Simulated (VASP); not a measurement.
# RbBr (Fm-3m) in VASP: notebook

RbBr is run at these levels: PBE; tasks: single point.

Everything below comes from runs of VASP 6.6.1. Logs are shortened: lines on timing, memory, paths and dates and some standing lists are left out, and cuts for length are marked.

### Step 1. The cell of the first run

It takes space group Fm-3m (No. 225, cubic). The conventional cell has a = 6.683 Å, b = 6.683 Å, c = 6.683 Å, α = 90.00°, β = 90.00°, γ = 90.00°. Rb (site symmetry m-3m) has 6 Br at 3.34 Å within 4.4 Å. Within 4.4 Å of Br (site symmetry m-3m) lie 6 Rb at 3.34 Å.

### Step 2. Single point, PBE (volume changed by -10%)

Input file INCAR:

```
SYSTEM = RbBr
ALGO = Normal
EDIFF = 1E-6
ENCUT = 500
GGA = PE
GGA_COMPAT = .False.
ISIF = 2
ISMEAR = 0
LASPH = .True.
LCHARG = .False.
LREAL = .False.
LWAVE = .False.
NBANDS = 15
NELM = 120
PREC = Accurate
SIGMA = 0.01
```

Input file KPOINTS:

```
k-points
0
Gamma
  4 4 4
  0 0 0
```

Input file POSCAR:

```
RbBr
1.0
    0.0000000000      3.3413966786      3.3413966786
    3.3413966786      0.0000000000      3.3413966786
    3.3413966786      3.3413966786      0.0000000000
Rb Br
1 1
Direct
    0.0000000000      0.0000000000      0.0000000000
    0.5000000000      0.5000000000      0.5000000000
```

Potentials or basis: VASP PAW PBE potentials, release 64 (Rb_sv, Br).

Launch:

```bash
$ cat potpaw_PBE.64/Rb_sv/POTCAR potpaw_PBE.64/Br/POTCAR > POTCAR
$ mpirun -np 1 vasp_std > vasp.out
```

OUTCAR:

```text
SYSTEM = RbBr
   EDIFF = 1E-6
   ENCUT = 500
   GGA = PE
   ISIF = 2
   ISMEAR = 0
   LASPH = .True.
   LREAL = .False.
   NELM = 120
   PREC = Accurate

 ion  position               nearest neighbor table
   1  0.000  0.000  0.000-   2 3.34   2 3.34   2 3.34   2 3.34   2 3.34   2 3.34
   2  0.500  0.500  0.500-   1 3.34   1 3.34   1 3.34   1 3.34   1 3.34   1 3.34

  LATTYP: Found a face centered cubic cell.
 ALAT       =     6.6827933572

  Lattice vectors:

 A1 = (   0.0000000000,   3.3413966786,   3.3413966786)
 A2 = (   3.3413966786,   0.0000000000,   3.3413966786)
 A3 = (   3.3413966786,   3.3413966786,   0.0000000000)

Analysis of symmetry for initial positions (statically):
=====================================================================
 Subroutine PRICEL returns:
 Original cell was already a primitive cell.

 Routine SETGRP: Setting up the symmetry group for a
 face centered cubic supercell.

 Subroutine GETGRP returns: Found 48 space group operations
 (whereof 48 operations were pure point group operations)
 out of a pool of 48 trial point group operations.

The static configuration has the point symmetry O_h .

Analysis of symmetry for dynamics (positions and initial velocities):
=====================================================================
 Subroutine PRICEL returns:
 Original cell was already a primitive cell.

 Routine SETGRP: Setting up the symmetry group for a
 face centered cubic supercell.

 Subroutine GETGRP returns: Found 48 space group operations
 (whereof 48 operations were pure point group operations)
 out of a pool of 48 trial point group operations.

The dynamic configuration has the point symmetry O_h .

 Subroutine INISYM returns: Found 48 space group operations
 (whereof 48 operations are pure point group operations),
 and found     1 'primitive' translations

----------------------------------------------------------------------------------------

                                     Primitive cell

  volume of cell :      74.6129

  direct lattice vectors                    reciprocal lattice vectors
     0.000000000  3.341396679  3.341396679    -0.149638025  0.149638025  0.149638025
     3.341396679  0.000000000  3.341396679     0.149638025 -0.149638025  0.149638025
     3.341396679  3.341396679  0.000000000     0.149638025  0.149638025 -0.149638025

  length of vectors
[... 74 lines left out ...]
   TEBEG  =    0.0;   TEEND  =   0.0 temperature during run
   PSTRESS=    0.0 pullay stress
   NELECT =      16.0000    total number of electrons
   NUPDOWN=      -1.0000    fix difference up-down
   EMIN   =  10.00;   EMAX   =-10.00  energy-range for DOS
   EFERMI =   0.00;   METHOD = LEGACY
   ISMEAR =     0;   SIGMA  =   0.01  broadening in eV -4-tet -1-fermi 0-gaus
   EFERMI_NEDOS =   21; number of points for ismear=-14 and -15
   IALGO  =     38    algorithm
   IMIX   =      4    mixing-type and parameters
     AMIX     =   0.40;   BMIX     =  1.00
     AMIX_MAG =   1.60;   BMIX_MAG =  1.00
  volume/ion in A,a.u.               =      37.31       251.76
  Fermi-wavevector in a.u.,A,eV,Ry     =   0.979889  1.851721 13.064070  0.960182
  Thomas-Fermi vector in A             =   2.110777
   LORBIT       =      0    0 simple, 1 ext, 2 COOP (PROOUT), +10 PAW based schemes
   GGA     = PE    functional components
   LHFCALC =     F    Hartree Fock is set to
   AEXX    =    0.0000 exact exchange contribution
   IVDW    =     0    specifies the selected vdW correction
   LEPSILON=     F    determine dielectric tensor
   LRPA    =     F    only Hartree local field effects (RPA)
 non-spin polarized calculation
 Gauss-broadening in eV      SIGMA  =   0.01
  energy-cutoff  :      500.00
  volume of cell :       74.61
 maximum number of plane-waves:      1924
 NGX is ok and might be reduce to    36
   NGX = 17   NGY = 17   NGZ = 17

 number of electron      16.0000000 magnetization

 Free energy of the ion-electron system (eV)
  ---------------------------------------------------
  ext. energy  EPLUGINS =         0.00000000
  ---------------------------------------------------
  free energy    TOTEN  =        -6.03317839 eV

  energy without entropy =       -6.03317839  energy(sigma->0) =       -6.03317839

 E-fermi :  -1.3805     XC(G=0):  -7.5393

 val. band max:       -1.4448657252   @ k =   0.0000   0.0000   0.0000
 cond. band min:       3.1184354806   @ k =   0.0000   0.0000   0.0000
 fundamental gap:      4.5633012058
 Fermi energy:        -1.3805326017

 k-point     1 :       0.0000    0.0000    0.0000
  band No.  band energies     occupation
      1     -25.7114      2.00000
      2     -13.7082      2.00000
      3      -9.7948      2.00000
      4      -9.7948      2.00000
      5      -9.7948      2.00000
      6      -1.4449      2.00000
      7      -1.4449      2.00000
      8      -1.4449      2.00000
      9       3.1184      0.00000
     10       5.8421      0.00000
     11       5.8421      0.00000
     12       5.8421      0.00000
     13       6.7858      0.00000
     14       6.7858      0.00000
[... 113 lines left out ...]
      2     -13.6829      2.00000
      3      -9.9665      2.00000
      4      -9.9665      2.00000
      5      -9.7645      2.00000
      6      -2.0212      2.00000
      7      -1.8086      2.00000
      8      -1.8086      2.00000
      9       5.7051      0.00000
     10       5.7051      0.00000
     11       7.1302      0.00000
     12       7.4873      0.00000
     13       9.7333      0.00000
     14       9.9403      0.00000
     15       9.9448      0.00000

------------------------ aborting loop because EDIFF is reached ----------------------------------------

  FORCE on cell =-STRESS in cart. coord.  units (eV):
  Direction    XX          YY          ZZ          XY          YZ          ZX
  --------------------------------------------------------------------------------------
  -------------------------------------------------------------------------------------
  Total        1.1852756      1.1852756      1.1852756      0.0000000     -0.0000000      0.0000000
  in kB       25.4516439     25.4516439     25.4516439      0.0000000     -0.0000000      0.0000000
  external PRESSURE =      25.4516439 kB  Pullay stress =       0.0000000 kB

 VOLUME and BASIS-vectors are now :
 -----------------------------------------------------------------------------
  energy-cutoff  :      500.00
  volume of cell :       74.61
      direct lattice vectors                 reciprocal lattice vectors
     0.000000000  3.341396679  3.341396679    -0.149638025  0.149638025  0.149638025
     3.341396679  0.000000000  3.341396679     0.149638025 -0.149638025  0.149638025
     3.341396679  3.341396679  0.000000000     0.149638025  0.149638025 -0.149638025

 POSITION                                       TOTAL-FORCE (eV/Angst)
 -----------------------------------------------------------------------------------
      0.00000      0.00000      0.00000        -0.000000      0.000000     -0.000000
      3.34140      3.34140      3.34140         0.000000     -0.000000      0.000000
 -----------------------------------------------------------------------------------
    total drift:                                0.000000      0.000000      0.000000

  FREE ENERGIE OF THE ION-ELECTRON SYSTEM (eV)
  ---------------------------------------------------
  free  energy   TOTEN  =        -6.0331783911 eV

  energy  without entropy=       -6.0331783911  energy(sigma->0) =       -6.03317839
```

It took 6 s on 1 thread of Intel Xeon 6975P-C (Granite Rapids), shared host; peak memory 0.19 GiB.

What came out:

* Free energy: -6.0332 eV
* Pressure: 2.5 GPa
* Band gap on the k mesh: 4.56 eV, direct

Levels at points of the mesh, in eV from the valence-band top:
| k point | band 4 | band 5 | band 6 | band 7 | band 8 | band 9 | band 10 | band 11 | band 12 | band 13 |
| --- | --- | --- | --- | --- | --- | --- | --- | --- | --- | --- |
| (0.00, 0.00, 0.00) | -8.35 | -8.35 | 0.00 | 0.00 | 0.00 | 4.56 | 7.29 | 7.29 | 7.29 | 8.23 |
| (0.50, 0.00, 0.00) | -8.36 | -8.27 | -1.13 | -0.43 | -0.43 | 7.01 | 7.98 | 9.71 | 9.71 | 10.41 |
| (0.50, 0.50, 0.00) | -8.45 | -8.45 | -0.49 | -0.16 | -0.16 | 5.52 | 7.43 | 9.34 | 9.60 | 9.75 |

### Step 3. Single point, PBE (volume changed by -5%)

Input file INCAR:

```
SYSTEM = RbBr
PREC     = Accurate       ! precision mode
ENCUT    = 500            ! plane-wave cutoff, eV
EDIFF    = 1E-6           ! SCF threshold, eV
ISMEAR   = 0              ! smearing method
SIGMA    = 0.01           ! smearing width, eV
LREAL    = .FALSE.        ! projectors in reciprocal space
LASPH    = .TRUE.         ! aspherical terms in the spheres
NELM     = 120            ! most SCF steps
ALGO     = Normal         ! electronic algorithm
ISIF     = 2              ! what is computed and relaxed
LWAVE    = .FALSE.        ! write WAVECAR
LCHARG   = .FALSE.        ! write CHGCAR
GGA      = PE             ! functional
NBANDS   = 15             ! bands
GGA_COMPAT= .FALSE.
```

Input file KPOINTS:

```
regular mesh
0
G
  4 4 4
  0 0 0
```

Input file POSCAR:

```
RbBr
1.0
    0.0000000000      3.4021626193      3.4021626193
    3.4021626193      0.0000000000      3.4021626193
    3.4021626193      3.4021626193      0.0000000000
Rb Br
1 1
Direct
    0.0000000000      0.0000000000      0.0000000000
    0.5000000000      0.5000000000      0.5000000000
```

Potentials or basis: VASP PAW PBE potentials, release 64 (Rb_sv, Br).

Launch:

```bash
$ cat potpaw_PBE.64/Rb_sv/POTCAR potpaw_PBE.64/Br/POTCAR > POTCAR
$ mpirun -np 1 vasp_std > vasp.out
```

It took 5.8 s on 1 thread of Intel Xeon 6975P-C (Granite Rapids), shared host; peak memory 0.19 GiB.

Results (log left out):

```
Free energy            : -6.0839 eV
Pressure               : 1.4 GPa
Band gap on the k mesh : 4.42 eV, direct
```

Levels at points of the mesh, in eV from the valence-band top:
```csv
k point,band 5,band 6,band 7,band 8,band 9,band 10,band 11,band 12
"(0.00, 0.00, 0.00)",-8.45,0.00,0.00,0.00,4.42,7.28,7.28,7.28
"(0.50, 0.00, 0.00)",-8.39,-1.03,-0.38,-0.38,6.87,7.79,9.55,9.55
"(0.50, 0.50, 0.00)",-8.53,-0.48,-0.16,-0.16,5.59,7.22,9.24,9.32
```
